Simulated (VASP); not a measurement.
The system is In.

```
In
1.0
    -1.63624    1.63624    2.49008
     1.63624   -1.63624    2.49008
     1.63624    1.63624   -2.49008
In
1
Direct
  0.00000 0.00000 0.00000
```

Program: VASP 6.6.1. Alike in all runs: task single point; no spin polarisation; cell as given; k mesh 11 × 11 × 11; cutoff (eV) 520; smearing fermi-dirac 0.05 eV.

Q: Order these runs on this cell by their pressure, lowest first.
A. level r2SCAN; potentials or basis VASP PAW PBE potentials, release 64 (In_d)
B. level LDA; potentials or basis VASP PAW LDA potentials, release 64 (In_d)
C. level PBE; potentials or basis VASP PAW PBE potentials, release 64 (In_d)

A: B (-3.2 GPa), A (-0.6 GPa), C (1.1 GPa).

Caveats: the PAW data sets were made with another functional, which shifts forces and pressure a little (some runs).
